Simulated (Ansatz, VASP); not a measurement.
# BN in VASP and in Ansatz

```xyz
4
Lattice="2.6271 0.0000 0.0000 -1.3136 2.2752 0.0000 0.0000 0.0000 6.5423" Properties=species:S:1:pos:R:3 pbc="T T T"
B     0.0000    1.5168    1.6356
B     1.3136    0.7584    4.9067
N     0.0000    1.5168    4.9067
N     1.3136    0.7584    1.6356
```

Alike in both runs: task single point; functional PBEsol; k mesh 12 × 12 × 4; occupations gaussian, width 0.05 eV; no spin polarisation.

|  | VASP | Ansatz |
| --- | --- | --- |
| version | VASP 6.6.1 | Ansatz 0.2.0 |
| potentials or method | VASP PAW PBE potentials, release 64 (B, N), cutoff 520 eV | scalar-relativistic, plane waves, PAW |
| valence electrons in the cell | 16 | 16 |

|  | VASP | Ansatz | Ansatz less VASP |
| --- | --- | --- | --- |
| gap on the k mesh at the Fermi level (eV) | 3.87 | 3.88 | +0.005 |
| least direct gap on the mesh (eV) | 4.17 | 4.18 | +0.005 |
| pressure (GPa) | -27.8 | -28.1 | -0.30 |
| traceless stress, the component that is largest in VASP (GPa) | 28.50 | 28.93 | +0.429 |

VASP's potentials were made for PBE, not for PBEsol, and Ansatz warns of the same on its side.
